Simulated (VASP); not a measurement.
# Fe (Fmmm) in VASP: further runs, part 2 of 2

VASP 6.6.1. The steps go on from the part before.

### Step 4. Single point, LDA, collinear spin, ferromagnetic start (volume scaled by 1.04)

INCAR reads:

```
SYSTEM = Fe
PREC = Accurate
ENCUT = 520
EDIFF = 1E-6
ISMEAR = -1
SIGMA = 0.05
LREAL = .False.
LASPH = .True.
NELM = 150
ALGO = Normal
ISIF = 2
LWAVE = .False.
LCHARG = .False.
ISPIN = 2
MAGMOM = 3
LORBIT = 11
LMAXMIX = 4
NBANDS = 14
```

KPOINTS reads:

```
regular mesh
0
Gamma
  13 13 13
  0 0 0
```

POSCAR reads:

```
Fe
1.0
    0.0000000000      1.9672918273      1.9909647747
    1.5181582831      0.0000000000      1.9909647747
    1.5181582831      1.9672918273      0.0000000000
Fe
1
Direct
    0.0000000000      0.0000000000      0.0000000000
```

Potentials or basis: VASP PAW LDA potentials, release 64 (Fe).

On the command line:

```sh
> cat potpaw_LDA.64/Fe/POTCAR > POTCAR
> mpirun -np 1 vasp_std > vasp.out
```

OUTCAR:

```text
SYSTEM = Fe
   PREC = Accurate
   ENCUT = 520
   EDIFF = 1E-6
   ISMEAR = -1
   LREAL = .False.
   LASPH = .True.
   NELM = 150
   ISIF = 2
   ISPIN = 2
   LORBIT = 11

 ion  position               nearest neighbor table
   1  0.000  0.000  0.000-

  LATTYP: Found a face centered orthorhombic cell.
 ALAT       =     3.0363165662
 B/A-ratio  =     1.2958410524
 C/A-ratio  =     1.3114342535

  Lattice vectors:

 A1 = (   0.0000000000,   1.9672918273,   1.9909647747)
 A2 = (   1.5181582831,   0.0000000000,   1.9909647747)
 A3 = (   1.5181582831,   1.9672918273,   0.0000000000)

Analysis of symmetry for initial positions (statically):
=====================================================================
 Subroutine PRICEL returns:
 Original cell was already a primitive cell.

 Routine SETGRP: Setting up the symmetry group for a
 face centered orthorhombic supercell.

 Subroutine GETGRP returns: Found  8 space group operations
 (whereof  8 operations were pure point group operations)
 out of a pool of  8 trial point group operations.

The static configuration has the point symmetry D_2h.

Analysis of symmetry for dynamics (positions and initial velocities):
=====================================================================
 Subroutine PRICEL returns:
 Original cell was already a primitive cell.

 Routine SETGRP: Setting up the symmetry group for a
 face centered orthorhombic supercell.

 Subroutine GETGRP returns: Found  8 space group operations
 (whereof  8 operations were pure point group operations)
 out of a pool of  8 trial point group operations.

The dynamic configuration has the point symmetry D_2h.

Analysis of structural, dynamic, and magnetic symmetry:
=====================================================================
 Subroutine PRICEL returns:
 Original cell was already a primitive cell.

 Routine SETGRP: Setting up the symmetry group for a
 face centered orthorhombic supercell.

 Subroutine GETGRP returns: Found  8 space group operations
 (whereof  8 operations were pure point group operations)
 out of a pool of  8 trial point group operations.
[... 163 lines left out ...]
      6       4.4359      1.00000
      7      28.5825      0.00000
      8      30.0146      0.00000
      9      30.2567      0.00000
     10      34.0003      0.00000
     11      34.9526      0.00000
     12      35.0868      0.00000
     13      35.5646      0.00000
     14      35.6386      0.00000
[... 379 lines left out ...]
      3       2.9596      1.00000
      4       4.0359      1.00000
      5       4.7455      0.99994
      6       6.4427      0.00000
      7      14.5755      0.00000
      8      20.2943      0.00000
      9      24.7629      0.00000
     10      30.4434      0.00000
     11      33.5277      0.00000
     12      36.8116      0.00000
     13      43.1062      0.00000
     14      44.5905      0.00000

 [... further k-points ...]

 spin component 2

 k-point     1 :       0.0000    0.0000    0.0000
  band No.  band energies     occupation
      1      -2.6773      1.00000
      2       4.6242      1.00000
      3       4.7523      0.99994
      4       5.1889      0.71904
      5       6.2481      0.00000
      6       6.7767      0.00000
      7      28.7171      0.00000
      8      30.1769      0.00000
      9      30.4393      0.00000
     10      34.5545      0.00000
     11      35.4351      0.00000
     12      35.7765      0.00000
     13      36.3811      0.00000
     14      36.4570      0.00000
[... 379 lines left out ...]
      3       4.2568      1.00000
      4       6.1499      0.00000
      5       6.9886      0.00000
      6       8.1219      0.00000
      7      15.5824      0.00000
      8      20.9853      0.00000
      9      25.3556      0.00000
     10      30.9072      0.00000
     11      34.1039      0.00000
     12      37.4339      0.00000
     13      43.5028      0.00000
     14      45.2384      0.00000

 [... further k-points ...]

------------------------ aborting loop because EDIFF is reached ----------------------------------------

  FORCE on cell =-STRESS in cart. coord.  units (eV):
  Direction    XX          YY          ZZ          XY          YZ          ZX
  --------------------------------------------------------------------------------------
  -------------------------------------------------------------------------------------
  Total       -2.1661801     -1.5995257     -1.6999596      0.0000000      0.0000000      0.0000000
  in kB     -291.8271736   -215.4876522   -229.0180740      0.0000000      0.0000000      0.0000000
  external PRESSURE =    -245.4442999 kB  Pullay stress =       0.0000000 kB

 VOLUME and BASIS-vectors are now :
 -----------------------------------------------------------------------------
  energy-cutoff  :      520.00
  volume of cell :       11.89
      direct lattice vectors                 reciprocal lattice vectors
     0.000000000  1.967291827  1.990964775    -0.329346423  0.254156497  0.251134529
     1.518158283  0.000000000  1.990964775     0.329346423 -0.254156497  0.251134529
     1.518158283  1.967291827  0.000000000     0.329346423  0.254156497 -0.251134529

 POSITION                                       TOTAL-FORCE (eV/Angst)
 -----------------------------------------------------------------------------------
      0.00000      0.00000      0.00000         0.000000      0.000000     -0.000000
 -----------------------------------------------------------------------------------
    total drift:                                0.000000      0.000000      0.000000

  FREE ENERGIE OF THE ION-ELECTRON SYSTEM (eV)
  ---------------------------------------------------
  free  energy   TOTEN  =        -9.0752373819 eV

  energy  without entropy=       -9.0653243085  energy(sigma->0) =       -9.07028085

 total charge

# of ion       s       p       d       tot
------------------------------------------
    1        0.470   0.494   6.227   7.191

 magnetization (x)

# of ion       s       p       d       tot
------------------------------------------
    1       -0.012  -0.033   2.214   2.168
```

It took 45 s on 1 thread of Intel Xeon Platinum 8375C at 2.90GHz (Ice Lake), shared host; peak memory 0.19 GiB.

Results:

```
Free energy                                           : -9.0752 eV
Pressure                                              : -24.5 GPa
Net moment                                            : 2.19 μB per cell
Site moments                                          : Fe +2.17 μB
Valence electrons inside the program's atomic spheres : Fe 7.19
```

Caveat: the cell differs from its parent crystal (volume scaled by 1.04).

### Step 5. Single point, LDA, collinear spin, ferromagnetic start (volume scaled by 1.06)

INCAR reads:

```
SYSTEM = Fe
ALGO = Fast ; EDIFF = 1E-6
ENCUT = 520 ; ISIF = 2
ISMEAR = -1 ; ISPIN = 2
LASPH = .True. ; LCHARG = .False.
LMAXMIX = 4 ; LORBIT = 11
LREAL = .False. ; LWAVE = .False.
MAGMOM = 3 ; NBANDS = 14
NELM = 150 ; PREC = Accurate
SIGMA = 0.05
```

KPOINTS reads:

```
k-points
0
Gamma
  13 13 13
  0 0 0
```

POSCAR reads:

```
Fe
1.0
    0.0000000000      1.9798226863      2.0036464209
    1.5278283418      0.0000000000      2.0036464209
    1.5278283418      1.9798226863      0.0000000000
Fe
1
Direct
    0.0000000000      0.0000000000      0.0000000000
```

On the command line:

```sh
> cat potpaw_LDA.64/Fe/POTCAR > POTCAR
> mpirun -np 1 vasp_std > vasp.out
```

It took 58 s on 1 thread of Intel Xeon Platinum 8375C at 2.90GHz (Ice Lake), shared host; peak memory 0.19 GiB.

Results (log left out):

```yaml
Free_energy: -9.0389 eV
Pressure: -26.6 GPa
Net_moment: 2.23 μB per cell
Site_moments: Fe +2.21 μB
Valence_electrons_inside_the_program's_atomic_spheres: Fe 7.16
```

Stress tensor (GPa, compression positive):
```
-30.68   0.00   0.00
  0.00 -23.90   0.00
  0.00   0.00 -25.22
```

Levels at points of the mesh, in eV from the Fermi level:
Spin up:
```
           k point  band 2  band 3  band 4  band 5  band 6  band 7  band 8  band 9
(0.00, 0.00, 0.00)   -2.32   -2.23   -1.91   -1.18   -0.80   23.18   24.59   24.82
```
Spin down:
```csv
k point,band 1,band 2,band 3,band 4,band 5,band 6,band 7
"(0.00, 0.00, 0.00)",-7.80,-0.53,-0.40,0.02,1.05,1.57,23.31
```

Caveat: the cell differs from its parent crystal (volume scaled by 1.06).

### Step 6. Single point, PBEsol, collinear spin, ferromagnetic start

This run uses another cell than the first one, of 10.75 Å³/atom, 0.940 times its volume.

INCAR reads:

```
PREC = Accurate
ENCUT = 520
EDIFF = 1E-6
ISMEAR = -1
SIGMA = 0.05
LREAL = F
LASPH = T
NELM = 150
ALGO = Normal
ISIF = 2
LWAVE = F
LCHARG = F
ISPIN = 2
MAGMOM = 3
LORBIT = 11
LMAXMIX = 4
GGA = PS
NBANDS = 14
```

KPOINTS reads:

```
Automatic mesh
0
Gamma
  13 13 13
```

POSCAR reads:

```
Fe
1.0
    0.0000000000      1.9021012277      1.9249897192
    1.4678507246      0.0000000000      1.9249897192
    1.4678507246      1.9021012277      0.0000000000
Fe
1
Direct
    0.0000000000      0.0000000000      0.0000000000
```

Potentials or basis: VASP PAW PBE potentials, release 64 (Fe).

On the command line:

```sh
> cat potpaw_PBE.64/Fe/POTCAR > POTCAR
> mpirun -np 1 vasp_std > vasp.out
```

Wall time 50 s (1 thread of Intel Xeon Platinum 8488C (Sapphire Rapids), shared host); peak memory 0.19 GiB.

It converged, with:

```
Free energy                                           : -8.9010 eV
Pressure                                              : 1.5 GPa
Net moment                                            : 2.08 μB per cell
Site moments                                          : Fe +2.06 μB
Valence electrons inside the program's atomic spheres : Fe 7.39
```

Stress tensor (GPa, compression positive):
```
-5.81  0.00  0.00
 0.00  6.22  0.00
 0.00  0.00  4.03
```

Levels at points of the mesh, in eV from the Fermi level:
Spin up:
| k point | band 1 | band 2 | band 3 | band 4 | band 5 | band 6 | band 7 | band 8 | band 9 | band 10 |
| --- | --- | --- | --- | --- | --- | --- | --- | --- | --- | --- |
| (0.00, 0.00, 0.00) | -8.92 | -2.64 | -2.53 | -2.15 | -1.36 | -0.93 | 24.28 | 25.84 | 26.13 | 30.44 |
Spin down:
| k point | band 1 | band 2 | band 3 | band 4 | band 5 | band 6 |
| --- | --- | --- | --- | --- | --- | --- |
| (0.00, 0.00, 0.00) | -8.65 | -0.90 | -0.76 | -0.23 | 1.08 | 1.71 |

Caveat: the PAW data sets were made with another functional, which shifts forces and pressure a little.

### Step 7. The runs side by side

| level | potentials or basis | cell | gap on the mesh (eV) | pressure (GPa) | moment (μB) |
| --- | --- | --- | --- | --- | --- |
| LDA | VASP PAW LDA potentials, release 64 (Fe) | a = 2.763, b = 2.471, c = 2.453 Å, angles 68.3, 56.2, 55.6°, 1 atom | none | -19.4 | 2.11 |
| LDA | VASP PAW LDA potentials, release 64 (Fe) | a = 2.781, b = 2.488, c = 2.469 Å, angles 68.3, 56.2, 55.6°, 1 atom | none | -22.2 | 2.15 |
| LDA | VASP PAW LDA potentials, release 64 (Fe) | a = 2.799, b = 2.504, c = 2.485 Å, angles 68.3, 56.2, 55.6°, 1 atom | none | -24.5 | 2.19 |
| LDA | VASP PAW LDA potentials, release 64 (Fe) | a = 2.817, b = 2.520, c = 2.501 Å, angles 68.3, 56.2, 55.6°, 1 atom | none | -26.6 | 2.23 |
| PBEsol | VASP PAW PBE potentials, release 64 (Fe) | a = 2.706, b = 2.421, c = 2.403 Å, angles 68.3, 56.2, 55.6°, 1 atom | none | 1.5 | 2.08 |

Alike in all rows: task single point; spin collinear, ferromagnetic start; k mesh 13 × 13 × 13; cutoff (eV) 520; smearing fermi-dirac 0.05 eV.

Caveats: the PAW data sets were made with another functional, which shifts forces and pressure a little (some runs).

Absolute energies hang on the potentials; compare differences alone.
